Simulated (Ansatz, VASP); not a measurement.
**One calculation of InSe, two programs**

The input INCAR:

```
SYSTEM = InSe
PREC     = Accurate       ! precision mode
ENCUT    = 520            ! plane-wave cutoff, eV
EDIFF    = 1E-6           ! SCF threshold, eV
ISMEAR   = 0              ! smearing method
SIGMA    = 0.01           ! smearing width, eV
LREAL    = .False.        ! projectors in reciprocal space
LASPH    = .True.         ! aspherical terms in the spheres
NELM     = 100            ! most SCF steps
ALGO     = Normal         ! electronic algorithm
ISIF     = 2              ! what is computed and relaxed
LWAVE    = .False.        ! write WAVECAR
LCHARG   = .False.        ! write CHGCAR
GGA      = PE             ! functional
NBANDS   = 48             ! bands
```

Contents of KPOINTS:

```
Automatic mesh
0
Gamma
  12 12 2
  0 0 0
```

The input POSCAR:

```
InSe
1.0
    4.0203956966      0.0000000000      0.0000000000
   -2.0101978483      3.4817648065      0.0000000000
    0.0000000000      0.0000000000     16.8353128450
In Se
4 4
Direct
    0.0000000000      0.0000000000      0.5827253783
    0.0000000000      0.0000000000      0.4172746217
    0.3333333333      0.6666666667      0.9172743183
    0.3333333333      0.6666666667      0.0827256817
    0.6666666667      0.3333333333      0.8420144930
    0.6666666667      0.3333333333      0.1579855070
    0.3333333333      0.6666666667      0.6579483231
    0.3333333333      0.6666666667      0.3420516769
```

Input for Ansatz:

```yaml
crystal:
  lattice:
    - [4.0203956966, 0.0, 0.0]
    - [-2.0101978483, 3.4817648065, 0.0]
    - [0.0, 0.0, 16.835312845]
  atoms:
    - { symbol: In, position: [0.0, 0.0, 0.5827253783] }
    - { symbol: In, position: [0.0, 0.0, 0.4172746217] }
    - { symbol: In, position: [0.3333333333, 0.6666666667, 0.9172743183] }
    - { symbol: In, position: [0.3333333333, 0.6666666667, 0.0827256817] }
    - { symbol: Se, position: [0.6666666667, 0.3333333333, 0.842014493] }
    - { symbol: Se, position: [0.6666666667, 0.3333333333, 0.157985507] }
    - { symbol: Se, position: [0.3333333333, 0.6666666667, 0.6579483231] }
    - { symbol: Se, position: [0.3333333333, 0.6666666667, 0.3420516769] }
kpoints:
  mp_grid: { grid: [12, 12, 2] }
  band_path:
    path:
      - [0.0, 0.0, 0.0]
      - [0.5, 0.0, 0.0]
      - [0.3333333333, 0.3333333333, 0.0]
      - [0.0, 0.0, 0.5]
      - [0.5, 0.0, 0.5]
      - [0.3333333333, 0.3333333333, 0.5]
    npoints: 1
hamiltonian:
  xc: pbe
scf:
  occupations: { method: fixed }
  n_extra_bands: 6
output:
  forces: true
  stress: true
  eigenvalues: true
```

Alike in both runs: task single point; functional PBE; k mesh 12 × 12 × 2; no spin polarisation.

|  | VASP | Ansatz |
| --- | --- | --- |
| version | VASP 6.6.1 | Ansatz 0.2.0 |
| potentials or method | VASP PAW PBE potentials, release 64 (In_d, Se) | plane waves, PAW |
| plane-wave cutoff (eV) | 520 | 420 |
| occupations | gaussian, width 0.01 eV | fixed |
| valence electrons in the cell | 76 | 116 |

```csv
,VASP,Ansatz,Ansatz less VASP
gap on the k mesh at the Fermi level (eV),0.39,0.40,+0.013
pressure (GPa),2.5,2.4,-0.04
"traceless stress, the component that is largest in VASP (GPa)",-0.07,-0.07,+0.006
rms of the force components (eV/Å),0.101,0.092,-0.0086
```

Atom by atom the forces differ by 0.009 eV/Å (rms over components). VASP's potentials hold 76 valence electrons a cell and Ansatz's 116, so a difference there can come from the potentials and not from the codes.
